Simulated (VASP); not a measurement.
# Al in VASP: further runs, part 2 of 2

VASP 6.6.1. The steps go on from the part before.

### Step 3. Single point, PBE

Contents of INCAR:

```
SYSTEM = Al
ALGO = Normal
EDIFF = 1E-7
ENCUT = 520
GGA = PE
ISIF = 2
ISMEAR = 0
LASPH = .True.
LCHARG = .True.
LELF = .True.
LREAL = Auto
LVHAR = .True.
LWAVE = .False.
NBANDS = 62
NELM = 60
PREC = Accurate
SIGMA = 0.1
```

Contents of KPOINTS:

```
k-points
0
Gamma
  2 2 1
  0 0 0
```

Contents of POSCAR:

```
Al
1.0
    8.5913470000      0.0000000000      0.0000000000
    0.0000000000      8.5913470000      0.0000000000
    0.0000000000      0.0000000000     17.0500000000
Al
28
Direct
    0.0000000000      0.0000000000      0.0586510264
    0.3333332945      0.0000000000      0.0586510264
    0.6666667055      0.0000000000      0.0586510264
    0.0000000000      0.3333332945      0.0586510264
    0.3333332945      0.3333332945      0.0586510264
    0.6666667055      0.3333332945      0.0586510264
    0.0000000000      0.6666667055      0.0586510264
    0.3333332945      0.6666667055      0.0586510264
    0.6666667055      0.6666667055      0.0586510264
    0.1649627235      0.1667156501      0.1832961290
    0.4959878818      0.1667799008      0.1827802346
    0.8284265552      0.1666690916      0.1804965982
    0.1680588620      0.5015545292      0.1797903812
    0.4984652581      0.4986887388      0.1807842229
    0.8304659328      0.5012942674      0.1783695601
    0.1680132347      0.8319434659      0.1798267449
    0.4984759666      0.8346181338      0.1807529032
    0.8305549758      0.8321809141      0.1784060411
   -0.0111060582     -0.0182268275      0.2984322581
    0.3276599118     -0.0019694234      0.3081203519
    0.6634460231     -0.0002146346      0.3027878592
   -0.0111295703      0.3516667410      0.2981876246
    0.3274817092      0.3353926922      0.3082313783
    0.6635091098      0.3336810863      0.3028466862
   -0.0001045238      0.6667616848      0.3002574780
    0.3345474231      0.6666649595      0.3024614663
    0.6666671711      0.6666051319      0.3006676246
    1.0646361973      0.1670600664      0.4175731378
```

Potentials or basis: VASP PAW PBE potentials, release 64 (Al).

The run is started by

```bash
$ cat potpaw_PBE.64/Al/POTCAR > POTCAR
$ mpirun -np 1 vasp_std > vasp.out
```

OUTCAR:

```text
SYSTEM = Al
   EDIFF = 1E-7
   ENCUT = 520
   GGA = PE
   ISIF = 2
   ISMEAR = 0
   LASPH = .True.
   LREAL = Auto
   NELM = 60
   PREC = Accurate

 ion  position               nearest neighbor table
   1  0.000  0.000  0.059-   2 2.86   3 2.86   4 2.86   7 2.86  18 2.89  16 2.90  12 2.92  10 2.93

   2  0.333  0.000  0.059-   1 2.86   5 2.86   8 2.86   3 2.86  17 2.89  16 2.89  11 2.91  10 2.94

   3  0.667  0.000  0.059-   1 2.86   6 2.86   9 2.86   2 2.86  18 2.87  12 2.88  17 2.91  11 2.95
[... 45 lines left out ...]
  26  0.335  0.667  0.302-  23 2.85  20 2.85  27 2.85  25 2.88  14 2.89  17 2.89  13 2.90  16 2.90

  27  0.667  0.667  0.301-  26 2.85  24 2.86  21 2.86  25 2.86  15 2.89  14 2.89  18 2.89  17 2.89

  28  0.065  0.167  0.418-  22 2.66  19 2.66  23 3.27  20 3.27

  LATTYP: Found a simple tetragonal cell.
 ALAT       =     8.5913470000
 C/A-ratio  =     1.9845549249

  Lattice vectors:

 A1 = (   8.5913470000,   0.0000000000,   0.0000000000)
 A2 = (   0.0000000000,   8.5913470000,   0.0000000000)
 A3 = (   0.0000000000,   0.0000000000,  17.0500000000)

Analysis of symmetry for initial positions (statically):
=====================================================================
 Subroutine PRICEL returns:
 Original cell was already a primitive cell.

 Routine SETGRP: Setting up the symmetry group for a
 simple tetragonal supercell.

 Subroutine GETGRP returns: Found  1 space group operations
 (whereof  1 operations were pure point group operations)
 out of a pool of 16 trial point group operations.

The static configuration has the point symmetry C_1 .

Analysis of symmetry for dynamics (positions and initial velocities):
=====================================================================
 Subroutine PRICEL returns:
 Original cell was already a primitive cell.

 Routine SETGRP: Setting up the symmetry group for a
 simple tetragonal supercell.
[... 159 lines left out ...]
  Thomas-Fermi vector in A             =   1.737654
   LORBIT       =      0    0 simple, 1 ext, 2 COOP (PROOUT), +10 PAW based schemes
   GGA     = PE    functional components
   LHFCALC =     F    Hartree Fock is set to
   AEXX    =    0.0000 exact exchange contribution
   IVDW    =     0    specifies the selected vdW correction
   LEPSILON=     F    determine dielectric tensor
   LRPA    =     F    only Hartree local field effects (RPA)
 non-spin polarized calculation
 Gauss-broadening in eV      SIGMA  =   0.10
  energy-cutoff  :      520.00
  volume of cell :     1258.48
 maximum number of plane-waves:     33871
 NGX is ok and might be reduce to    64
   NGX = 31   NGY = 31   NGZ = 63

 number of electron      84.0000000 magnetization

 Free energy of the ion-electron system (eV)
  ---------------------------------------------------
  ext. energy  EPLUGINS =         0.00000000
  ---------------------------------------------------
  free energy    TOTEN  =       -94.81084912 eV

  energy without entropy =      -94.70448290  energy(sigma->0) =      -94.75766601

 E-fermi :   0.3033     XC(G=0):  -5.0012

 val. band max:        0.2706609963   @ k =   0.0000   0.0000   0.0000
 cond. band min:       0.3199315812   @ k =   0.5000   0.0000   0.0000
 fundamental gap:      0.0492705848
 Fermi energy:         0.3033048020

 k-point     1 :       0.0000    0.0000    0.0000
  band No.  band energies     occupation
      1      -9.8805      2.00000
      2      -7.9223      2.00000
      3      -7.9115      2.00000
      4      -7.8979      2.00000
      5      -7.8884      2.00000
      6      -7.7772      2.00000
[... 217 lines left out ...]
     53       1.9638      0.00000
     54       1.9777      0.00000
 [bands above 54 left out]

------------------------ aborting loop because EDIFF is reached ----------------------------------------

  FORCE on cell =-STRESS in cart. coord.  units (eV):
  Direction    XX          YY          ZZ          XY          YZ          ZX
  --------------------------------------------------------------------------------------
  -------------------------------------------------------------------------------------
  Total      -13.1155554    -16.9489104     -0.5976825      0.0099596     -0.0155702      2.0990073
  in kB      -16.6974582    -21.5777154     -0.7609116      0.0126796     -0.0198225      2.6722533
  external PRESSURE =     -13.0120284 kB  Pullay stress =       0.0000000 kB

 VOLUME and BASIS-vectors are now :
 -----------------------------------------------------------------------------
  energy-cutoff  :      520.00
  volume of cell :     1258.48
      direct lattice vectors                 reciprocal lattice vectors
     8.591347000  0.000000000  0.000000000     0.116396183  0.000000000  0.000000000
     0.000000000  8.591347000  0.000000000     0.000000000  0.116396183  0.000000000
     0.000000000  0.000000000 17.050000000     0.000000000  0.000000000  0.058651026

 POSITION                                       TOTAL-FORCE (eV/Angst)
 -----------------------------------------------------------------------------------
      0.00000      0.00000      1.00000        -0.005464      0.014908     -0.058037
      2.86378      0.00000      1.00000        -0.001241      0.038291     -0.097655
      5.72757      0.00000      1.00000        -0.011197      0.002429      0.050683
      0.00000      2.86378      1.00000        -0.005062     -0.015337     -0.056278
      2.86378      2.86378      1.00000        -0.006376     -0.042395     -0.100424
      5.72757      2.86378      1.00000        -0.006576     -0.006258      0.048694
[... 20 lines left out ...]
      5.72757      5.72704      5.12638         0.017102      0.003804     -0.031563
      0.55531      1.43527      7.11962         0.674557      0.002104     -0.166109
 -----------------------------------------------------------------------------------
    total drift:                                0.005561      0.016155      0.001749

  FREE ENERGIE OF THE ION-ELECTRON SYSTEM (eV)
  ---------------------------------------------------
  free  energy   TOTEN  =       -94.8108491220 eV

  energy  without entropy=      -94.7044829031  energy(sigma->0) =      -94.75766601
```

OSZICAR:

```text
N       E                     dE             d eps       ncg     rms          rms(c)
DAV:   1     0.255280556224E+03    0.25528E+03   -0.25052E+04   496   0.965E+02
DAV:   2    -0.778932530214E+02   -0.33317E+03   -0.31920E+03   628   0.156E+02
DAV:   3    -0.983336580496E+02   -0.20440E+02   -0.19607E+02   642   0.359E+01
[... 18 lines left out ...]
DAV:  22    -0.948108483417E+02   -0.37128E-06   -0.89399E-08   452   0.553E-04    0.118E-04
DAV:  23    -0.948108487727E+02   -0.43098E-06   -0.38558E-08   418   0.392E-04    0.694E-05
DAV:  24    -0.948108489744E+02   -0.20168E-06   -0.95796E-09   380   0.262E-04    0.517E-05
DAV:  25    -0.948108491053E+02   -0.13088E-06   -0.75820E-09   360   0.220E-04    0.329E-05
DAV:  26    -0.948108491220E+02   -0.16788E-07   -0.15912E-09   352   0.154E-04
   1 F= -.94810849E+02 E0= -.94757666E+02  d E =-.106366E+00
```

stdout:

```text
POSCAR found type information on POSCAR Al
 POSCAR found :  1 types and      28 ions
 scaLAPACK will be used
 LDA part: xc-table for (Slater+PW92), standard interpolation
 POSCAR, INCAR and KPOINTS ok, starting setup
 FFT: planning ... GRIDC
 FFT: planning ... GRID_SOFT
 FFT: planning ... GRID
 WAVECAR not read
 entering main loop
```

Wall time 19 min (1 thread of AMD EPYC 7R43 (Zen 3), shared host); peak memory 1 GiB.

What came out:

```yaml
Free_energy: -94.8108 eV
Largest_force: 0.695 eV/Å
Band_gap_on_the_k_mesh: zero (bands 42 and 43 overlap by 0.10 eV)
```

Forces in eV/Å, atoms in the order of the input:
```
Al  -0.005  0.015 -0.058
Al  -0.001  0.038 -0.098
Al  -0.011  0.002  0.051
Al  -0.005 -0.015 -0.056
Al  -0.006 -0.042 -0.100
Al  -0.007 -0.006  0.049
Al  -0.028  0.000  0.098
Al  -0.063  0.003  0.075
Al   0.029  0.003  0.089
Al  -0.034  0.002  0.056
Al  -0.039  0.001 -0.003
Al  -0.033  0.003 -0.007
Al  -0.010  0.002  0.011
Al  -0.018 -0.003 -0.003
Al  -0.006  0.002 -0.019
Al  -0.005 -0.006  0.010
Al  -0.015  0.003 -0.007
Al  -0.011 -0.003 -0.014
Al  -0.110 -0.012  0.009
Al  -0.025 -0.024  0.076
Al  -0.067  0.001 -0.029
Al  -0.112  0.013  0.013
Al  -0.024  0.021  0.075
Al  -0.071 -0.004 -0.029
Al  -0.007 -0.003  0.001
Al  -0.007  0.004  0.010
Al   0.017  0.004 -0.032
Al   0.675  0.002 -0.166
```

Levels at points of the mesh, in eV from the Fermi level:
| k point | band 38 | band 39 | band 40 | band 41 | band 42 | band 43 | band 44 | band 45 | band 46 | band 47 |
| --- | --- | --- | --- | --- | --- | --- | --- | --- | --- | --- |
| (0.00, 0.00, 0.00) | -0.67 | -0.58 | -0.43 | -0.39 | -0.03 | 0.03 | 0.12 | 0.24 | 0.27 | 0.28 |
| (0.50, 0.00, 0.00) | -0.70 | -0.53 | -0.21 | -0.04 | 0.02 | 0.07 | 0.37 | 0.42 | 0.57 | 0.61 |
| (0.00, 0.50, 0.00) | -0.78 | -0.27 | -0.12 | -0.10 | -0.04 | 0.05 | 0.29 | 0.31 | 0.55 | 0.66 |
| (0.50, 0.50, 0.00) | -0.51 | -0.43 | -0.41 | -0.20 | -0.11 | -0.08 | 0.14 | 0.29 | 0.36 | 0.36 |

Caveat: the k points lie up to 0.37 Å⁻¹ apart.
